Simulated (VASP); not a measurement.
Write the native input for VASP 6.6.1 that does the following.

| Property | Result |
| --- | --- |
| Task | single point |
| Functional | PBE |
| Dispersion | D3(BJ) |
| Potentials or basis | VASP PAW PBE potentials, release 64 (Li_sv) |
| Cutoff | 520 eV |
| k mesh | 18 × 18 × 18 |
| Occupations | gaussian, width 0.1 eV |
| Spin | no spin polarisation |
| Dipole correction | no |
| Further INCAR settings | ALGO = Normal; EDIFF = 1e-06; NBANDS = 8 |

The structure of Li lies in POSCAR:

```
Li
1.0
    0.0000000000      2.0238485424      2.0238485424
    2.0238485424      0.0000000000      2.0238485424
    2.0238485424      2.0238485424      0.0000000000
Li
1
Direct
    0.0000000000      0.0000000000      0.0000000000
```

This cell differs from its parent crystal: volume scaled by 0.91.

One way to write it, as run:

INCAR

```
SYSTEM = Li
  PREC = Accurate
  ENCUT = 520
  EDIFF = 1E-6
  ISMEAR = 0
  SIGMA = 0.1
  LREAL = .FALSE.
  LASPH = .TRUE.
  NELM = 100
  ALGO = Normal
  ISIF = 2
  LWAVE = .FALSE.
  LCHARG = .FALSE.
  GGA = PE
  IVDW = 12
  NBANDS = 8
```

KPOINTS

```
Automatic mesh
0
G
  18 18 18
  0 0 0
```

Potentials or basis: VASP PAW PBE potentials, release 64 (Li_sv).

The run is started by

```console
$ cat potpaw_PBE.64/Li_sv/POTCAR > POTCAR
$ mpirun -np 1 vasp_std > vasp.out
```

It gave:

```yaml
Dispersion_energy_per_atom: -0.207 eV
```

It took 19 s on 1 thread of AMD EPYC 7R43 64-Core Processor (Zen 3) (shared host), peak memory 0.11 GiB.
